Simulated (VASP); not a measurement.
# Ir (P6_3/mmc) in VASP: a series of runs

Ir is run at these levels: LDA; tasks: single point.

Program: VASP 6.6.1. These are calculated values, not measurements. Logs are shortened: lines on timing, memory, paths and dates and some standing lists are left out, and cuts for length are marked.

**1. The cell of the first run**

It takes space group P6_3/mmc (No. 194, hexagonal). The conventional cell has a = 2.642 Å, b = 2.642 Å, c = 4.532 Å, α = 90.00°, β = 90.00°, γ = 120.00°. Ir (site symmetry -6m2) has 12 Ir at 2.64 to 2.73 Å within 3.5 Å.

This isn't the form of Ir at room conditions, which is fcc.

**2. Single point, LDA**

INCAR

```
PREC     = Accurate       # precision mode
ENCUT    = 520            # plane-wave cutoff, eV
EDIFF    = 1E-7           # SCF threshold, eV
ISMEAR   = 0              # smearing method
SIGMA    = 0.15           # smearing width, eV
LREAL    = F              # projectors in reciprocal space
LASPH    = T              # aspherical terms in the spheres
NELM     = 80             # most SCF steps
ALGO     = Normal         # electronic algorithm
ISIF     = 2              # what is computed and relaxed
LWAVE    = F              # write WAVECAR
LCHARG   = F              # write CHGCAR
GGA      = CA             # functional
NBANDS   = 16             # bands
```

KPOINTS

```
regular mesh
0
Gamma
  18 18 10
```

POSCAR

```
Ir
1.0
    2.6421000000      0.0000000000      0.0000000000
   -1.3210500000      2.2881257193      0.0000000000
    0.0000000000      0.0000000000      4.5324000000
Ir
2
Direct
    0.6666666667      0.3333333333      0.7500000000
    0.3333333333      0.6666666667      0.2500000000
```

Potentials or basis: VASP PAW LDA potentials, release 64 (Ir).

Started as:

```
$ cat potpaw_LDA.64/Ir/POTCAR > POTCAR
$ mpirun -np 1 vasp_std > vasp.out
```

OUTCAR:

```text
PREC = Accurate
   ENCUT = 520
   EDIFF = 1E-7
   ISMEAR = 0
   LREAL = F
   LASPH = T
   NELM = 80
   ISIF = 2
   GGA = CA

 ion  position               nearest neighbor table
   1  0.667  0.333  0.750-   2 2.73   2 2.73   2 2.73   2 2.73   2 2.73   2 2.73
   2  0.333  0.667  0.250-   1 2.73   1 2.73   1 2.73   1 2.73   1 2.73   1 2.73

  LATTYP: Found a hexagonal cell.
 ALAT       =     2.6421000000
 C/A-ratio  =     1.7154536164

  Lattice vectors:

 A1 = (   2.6421000000,   0.0000000000,   0.0000000000)
 A2 = (  -1.3210500000,   2.2881257193,   0.0000000000)
 A3 = (   0.0000000000,   0.0000000000,   4.5324000000)

Analysis of symmetry for initial positions (statically):
=====================================================================
 Subroutine PRICEL returns:
 Original cell was already a primitive cell.

 Routine SETGRP: Setting up the symmetry group for a
 hexagonal supercell.

 Subroutine GETGRP returns: Found 24 space group operations
 (whereof 12 operations were pure point group operations)
 out of a pool of 24 trial point group operations.

The static configuration has the point symmetry D_3d.
 The point group associated with its full space group is D_6h.

Analysis of symmetry for dynamics (positions and initial velocities):
=====================================================================
 Subroutine PRICEL returns:
 Original cell was already a primitive cell.

 Routine SETGRP: Setting up the symmetry group for a
 hexagonal supercell.

 Subroutine GETGRP returns: Found 24 space group operations
 (whereof 12 operations were pure point group operations)
 out of a pool of 24 trial point group operations.

The dynamic configuration has the point symmetry D_3d.
 The point group associated with its full space group is D_6h.

 Subroutine INISYM returns: Found 24 space group operations
 (whereof 12 operations are pure point group operations),
 and found     1 'primitive' translations

----------------------------------------------------------------------------------------

                                     Primitive cell

  volume of cell :      27.4004

  direct lattice vectors                    reciprocal lattice vectors
     2.642100000  0.000000000  0.000000000     0.378486810  0.218519461  0.000000000
    -1.321050000  2.288125719  0.000000000     0.000000000  0.437038923  0.000000000
     0.000000000  0.000000000  4.532400000     0.000000000  0.000000000  0.220633660

  length of vectors
     2.642100000  2.642100000  4.532400000     0.437038923  0.437038923  0.220633660

  position of ions in fractional coordinates (direct lattice)
     0.666666667  0.333333333  0.750000000
     0.333333333  0.666666667  0.250000000

  ion indices of the primitive-cell ions
   primitive index   ion index
                 1           1
                 2           2

----------------------------------------------------------------------------------------

 KPOINTS: regular mesh

Automatic generation of k-mesh.
 Grid dimensions read from file:
 generate k-points for:   18   18   10

 Generating k-lattice:

  Cartesian coordinates                     Fractional coordinates (reciprocal lattice)
     0.021027045  0.012139970  0.000000000     0.055555556  0.000000000  0.000000000
     0.000000000  0.024279940  0.000000000     0.000000000  0.055555556  0.000000000
     0.000000000  0.000000000  0.022063366     0.000000000  0.000000000  0.100000000

  Length of vectors
     0.024279940  0.024279940  0.022063366

  Shift w.r.t. Gamma in fractional coordinates (k-lattice)
     0.000000000  0.000000000  0.000000000

 Subroutine IBZKPT returns following result:
 ===========================================

 Found    222 irreducible k-points:

 Following reciprocal coordinates:
            Coordinates               Weight
  0.000000  0.000000  0.000000      1.000000
  0.055556  0.000000  0.000000      6.000000
  0.111111  0.000000  0.000000      6.000000
  0.166667  0.000000  0.000000      6.000000
  0.222222  0.000000  0.000000      6.000000
  0.277778  0.000000  0.000000      6.000000
[... 16 lines left out ...]
  0.333333  0.111111  0.000000     12.000000
  0.388889  0.111111  0.000000     12.000000
 [... further k-points ...]
   k-points           NKPTS =    222   k-points in BZ     NKDIM =    222   number of bands    NBANDS=     16
   number of dos      NEDOS =    301   number of ions     NIONS =      2
   total plane-waves  NPLWV =  14400
   dimension x,y,z NGX =    20 NGY =   20 NGZ =   36
   dimension x,y,z NGXF=    40 NGYF=   40 NGZF=   72
   ions per type =               2
   NGX,Y,Z   is equivalent  to a cutoff of  12.58, 12.58, 13.20 a.u.
   NGXF,Y,Z  is equivalent  to a cutoff of  25.17, 25.17, 26.41 a.u.
 SYSTEM =  unknown system
   PREC   = accura    normal or accurate (medium, high low for compatibility)
   ISTART =      0    job   : 0-new  1-cont  2-samecut
   ICHARG =      2    charge: 1-file 2-atom 10-const
   ISPIN  =      1    spin polarized calculation?
   LNONCOLLINEAR =      F non collinear calculations
   LSORBIT =      F    spin-orbit coupling
   LASPH  =      T    aspherical Exc in radial PAW
   ENCUT  =  520.0 eV  38.22 Ry    6.18 a.u.   4.91  4.91  8.43*2*pi/ulx,y,z
   NELM   =     80;   NELMIN=  2; NELMDL= -5     # of ELM steps
   EDIFF  = 0.1E-06   stopping-criterion for ELM
   LREAL  =      F    real-space projection
   EDIFFG = 0.1E-05   stopping-criterion for IOM
   NSW    =      0    number of steps for IOM
   IBRION =     -1    ionic relax: 0-MD 1-quasi-New 2-CG
   NFREE  =      0    steps in history (QN), initial steepest desc. (CG)
   ISIF   =      2    stress and relaxation
   ISYM   =      2    0-nonsym 1-usesym 2-fastsym
   POTIM  = 0.5000    time-step for ionic-motion
   TEBEG  =    0.0;   TEEND  =   0.0 temperature during run
   PSTRESS=    0.0 pullay stress
   NELECT =      18.0000    total number of electrons
   NUPDOWN=      -1.0000    fix difference up-down
   EMIN   =  10.00;   EMAX   =-10.00  energy-range for DOS
   EFERMI =   0.00;   METHOD = LEGACY
   ISMEAR =     0;   SIGMA  =   0.15  broadening in eV -4-tet -1-fermi 0-gaus
   EFERMI_NEDOS =   21; number of points for ismear=-14 and -15
   IALGO  =     38    algorithm
   IMIX   =      4    mixing-type and parameters
     AMIX     =   0.40;   BMIX     =  1.00
     AMIX_MAG =   1.60;   BMIX_MAG =  1.00
  volume/ion in A,a.u.               =      13.70        92.45
  Fermi-wavevector in a.u.,A,eV,Ry     =   1.423136  2.689338 27.556116  2.025317
  Thomas-Fermi vector in A             =   2.543766
   LORBIT       =      0    0 simple, 1 ext, 2 COOP (PROOUT), +10 PAW based schemes
   GGA     = CA    functional components
   LHFCALC =     F    Hartree Fock is set to
   AEXX    =    0.0000 exact exchange contribution
   IVDW    =     0    specifies the selected vdW correction
   LEPSILON=     F    determine dielectric tensor
   LRPA    =     F    only Hartree local field effects (RPA)
 non-spin polarized calculation
 Gauss-broadening in eV      SIGMA  =   0.15
  energy-cutoff  :      520.00
  volume of cell :       27.40
 maximum number of plane-waves:       768
 NGX is ok and might be reduce to    20

 number of electron      18.0000000 magnetization

 Free energy of the ion-electron system (eV)
  ---------------------------------------------------
  ext. energy  EPLUGINS =         0.00000000
  ---------------------------------------------------
  free energy    TOTEN  =       -20.41586534 eV

  energy without entropy =      -20.39161933  energy(sigma->0) =      -20.40374233

 E-fermi :  10.9331     XC(G=0): -14.3220

 val. band max:       10.9293882749   @ k =   0.3889   0.0000   0.2000
 cond. band min:      10.9365670277   @ k =   0.3889   0.1667   0.2000
 fundamental gap:      0.0071787528
 Fermi energy:        10.9331046837

 k-point     1 :       0.0000    0.0000    0.0000
  band No.  band energies     occupation
      1      -0.5670      2.00000
      2       2.2979      2.00000
      3       6.2464      2.00000
      4       6.9498      2.00000
      5       6.9498      2.00000
      6       7.5137      2.00000
[... 8 lines left out ...]
     15      26.5880      0.00000
     16      28.3320      0.00000

 k-point     2 :       0.0556    0.0000    0.0000
  band No.  band energies     occupation
      1      -0.4343      2.00000
      2       2.4252      2.00000
      3       6.2265      2.00000
      4       6.9405      2.00000
      5       7.0645      2.00000
      6       7.4309      2.00000
[... 8 lines left out ...]
     15      26.7950      0.00000
     16      28.5773      0.00000

 k-point     3 :       0.1111    0.0000    0.0000
  band No.  band energies     occupation
      1      -0.0482      2.00000
      2       2.7825      2.00000
      3       6.0924      2.00000
      4       6.9746      2.00000
      5       7.2694      2.00000
      6       7.4041      2.00000
[... 8 lines left out ...]
     15      27.3541      0.00000
     16      29.2097      0.00000

 k-point     4 :       0.1667    0.0000    0.0000
  band No.  band energies     occupation
      1       0.5522      2.00000
      2       3.2745      2.00000
      3       5.8656      2.00000
      4       6.7767      2.00000
      5       6.8041      2.00000
      6       7.5010      2.00000
[... 8 lines left out ...]
     15      27.9003      0.00000
     16      29.4814      0.00000
[... 324 lines left out ...]
 k-point    22 :       0.2778    0.1111    0.0000
  band No.  band energies     occupation
      1       3.0385      2.00000
      2       3.8757      2.00000
      3       4.5080      2.00000
      4       5.9199      2.00000
      5       6.8241      2.00000
      6       6.8819      2.00000
[... 8 lines left out ...]
     15      24.1188      0.00000
     16      26.1790      0.00000

 k-point    23 :       0.3333    0.1111    0.0000
  band No.  band energies     occupation
      1       3.3719      2.00000
      2       3.6307      2.00000
      3       4.1016      2.00000
      4       6.4155      2.00000
      5       6.7331      2.00000
      6       7.3414      2.00000
[... 8 lines left out ...]
     15      22.7805      0.00000
     16      25.6287      0.00000

 k-point    24 :       0.3889    0.1111    0.0000
  band No.  band energies     occupation
      1       3.3894      2.00000
      2       3.5561      2.00000
      3       3.8523      2.00000
      4       6.7526      2.00000
      5       6.9563      2.00000
      6       7.1027      2.00000
[... 8 lines left out ...]
     15      21.6291      0.00000
     16      24.8531      0.00000

 [... further k-points ...]

------------------------ aborting loop because EDIFF is reached ----------------------------------------

  FORCE on cell =-STRESS in cart. coord.  units (eV):
  Direction    XX          YY          ZZ          XY          YZ          ZX
  --------------------------------------------------------------------------------------
  -------------------------------------------------------------------------------------
  Total        3.1258766      3.1258766     -1.0650658     -0.0000000      0.0000000      0.0000000
  in kB      182.7784721    182.7784721    -62.2772843     -0.0000000      0.0000000      0.0000000
  external PRESSURE =     101.0932200 kB  Pullay stress =       0.0000000 kB

 VOLUME and BASIS-vectors are now :
 -----------------------------------------------------------------------------
  energy-cutoff  :      520.00
  volume of cell :       27.40
      direct lattice vectors                 reciprocal lattice vectors
     2.642100000  0.000000000  0.000000000     0.378486810  0.218519461  0.000000000
    -1.321050000  2.288125719  0.000000000     0.000000000  0.437038923  0.000000000
     0.000000000  0.000000000  4.532400000     0.000000000  0.000000000  0.220633660

 POSITION                                       TOTAL-FORCE (eV/Angst)
 -----------------------------------------------------------------------------------
      1.32105      0.76271      3.39930         0.000000     -0.000000      0.000000
     -0.00000      1.52542      1.13310        -0.000000      0.000000      0.000000
 -----------------------------------------------------------------------------------
    total drift:                               -0.000000      0.000000     -0.000000

  FREE ENERGIE OF THE ION-ELECTRON SYSTEM (eV)
  ---------------------------------------------------
  free  energy   TOTEN  =       -20.4158653375 eV

  energy  without entropy=      -20.3916193262  energy(sigma->0) =      -20.40374233
```

Wall time 1.9 min (1 thread of Intel Xeon 8259CL, shared host); peak memory 0.2 GiB.

Results:

| Item | Value |
| --- | --- |
| Free energy | -20.4159 eV |
| Pressure | 10.1 GPa |
| Band gap on the k mesh | zero (bands 9 and 10 overlap by 3.89 eV) |

Caveat: the stress differs along the axes, from -6 to 18 GPa; spin-orbit coupling is left out, which moves the levels of the heavy elements.

**3. Single point, LDA**

INCAR

```
PREC = Accurate
ENCUT = 520
EDIFF = 1E-6
ISMEAR = 0
SIGMA = 0.15
LREAL = F
LASPH = T
NELM = 60
ALGO = Fast
ISIF = 2
LWAVE = F
LCHARG = F
GGA = CA
NBANDS = 16
```

KPOINTS is that of step 2.

POSCAR

```
Ir
1.0
    2.6511000000      0.0000000000      0.0000000000
   -1.3255500000      2.2959199480      0.0000000000
    0.0000000000      0.0000000000      4.5032000000
Ir
2
Direct
    0.6666666667      0.3333333333      0.7500000000
    0.3333333333      0.6666666667      0.2500000000
```

Potentials or basis: VASP PAW LDA potentials, release 64 (Ir).

Started as:

```
$ cat potpaw_LDA.64/Ir/POTCAR > POTCAR
$ mpirun -np 1 vasp_std > vasp.out
```

It took 2.9 min on 1 thread of Intel Xeon 8259CL, shared host; peak memory 0.2 GiB.

It converged, with:

* Free energy: -20.4415 eV
* Pressure: 9.5 GPa
* Band gap on the k mesh: zero (bands 9 and 10 overlap by 3.83 eV)

Stress tensor (GPa, compression positive):
```
16.24  0.00  0.00
 0.00 16.24  0.00
 0.00  0.00 -3.88
```

Levels at points of the mesh, in eV from the Fermi level:
| k point | band 6 | band 7 | band 8 | band 9 | band 10 | band 11 | band 12 | band 13 |
| --- | --- | --- | --- | --- | --- | --- | --- | --- |
| (0.00, 0.00, 0.00) | -3.41 | -3.41 | -2.04 | -2.04 | -1.26 | 0.39 | 0.39 | 6.80 |
| (0.50, 0.00, 0.00) | -3.35 | -3.34 | 0.89 | 1.16 | 1.50 | 3.27 | 4.85 | 8.53 |
| (0.00, 0.00, 0.50) | -4.02 | -4.02 | -4.02 | -0.40 | -0.40 | -0.40 | -0.40 | 13.44 |
| (0.50, 0.00, 0.50) | -2.00 | -0.94 | -0.94 | 1.36 | 1.36 | 2.15 | 2.15 | 8.27 |

Caveat: the stress differs along the axes, from -4 to 16 GPa; spin-orbit coupling is left out, which moves the levels of the heavy elements.

**4. Single point, LDA**

This run uses another cell than the first one, of the same volume but with other edges.

INCAR

```
SYSTEM = Ir
PREC = Accurate ; ENCUT = 520
EDIFF = 1E-6 ; ISMEAR = 0
SIGMA = 0.15 ; LREAL = .False.
LASPH = .True. ; NELM = 80
ALGO = Normal ; ISIF = 2
LWAVE = .False. ; LCHARG = .False.
GGA = CA ; NBANDS = 16
```

KPOINTS

```
regular mesh
0
Gamma
  18 18 10
  0 0 0
```

POSCAR

```
Ir
1.0
    2.7593000000      0.0000000000      0.0000000000
   -1.3796500000      2.3896238966      0.0000000000
    0.0000000000      0.0000000000      4.1523000000
Ir
2
Direct
    0.6666666667      0.3333333333      0.7500000000
    0.3333333333      0.6666666667      0.2500000000
```

Started as:

```
$ cat potpaw_LDA.64/Ir/POTCAR > POTCAR
$ mpirun -np 1 vasp_std > vasp.out
```

Wall time 1.8 min (1 thread of Intel Xeon 8259CL, shared host); peak memory 0.2 GiB.

The run converged. Its results:

* Free energy: -20.3526 eV
* Pressure: 12.5 GPa
* Band gap on the k mesh: zero (bands 9 and 10 overlap by 3.30 eV)

Stress tensor (GPa, compression positive):
```
 2.45  0.00  0.00
 0.00  2.45  0.00
 0.00  0.00 32.62
```

Levels at points of the mesh, in eV from the Fermi level:
| k point | band 5 | band 6 | band 7 | band 8 | band 9 | band 10 | band 11 | band 12 | band 13 | band 14 |
| --- | --- | --- | --- | --- | --- | --- | --- | --- | --- | --- |
| (0.00, 0.00, 0.00) | -3.46 | -3.32 | -3.32 | -3.27 | -3.27 | -0.09 | 0.19 | 0.19 | 8.38 | 13.77 |
| (0.50, 0.00, 0.00) | -3.96 | -3.38 | -2.72 | 0.16 | 0.82 | 1.36 | 2.78 | 4.14 | 8.73 | 10.65 |
| (0.00, 0.00, 0.50) | -4.58 | -4.58 | -4.37 | -4.37 | -0.48 | -0.48 | -0.48 | -0.48 | 13.45 | 13.45 |
| (0.50, 0.00, 0.50) | -2.69 | -2.69 | -1.15 | -1.15 | 0.58 | 0.58 | 1.97 | 1.97 | 7.78 | 7.78 |

Caveat: the stress differs along the axes, from 2 to 33 GPa; spin-orbit coupling is left out, which moves the levels of the heavy elements.

[end of part 1 of 2]
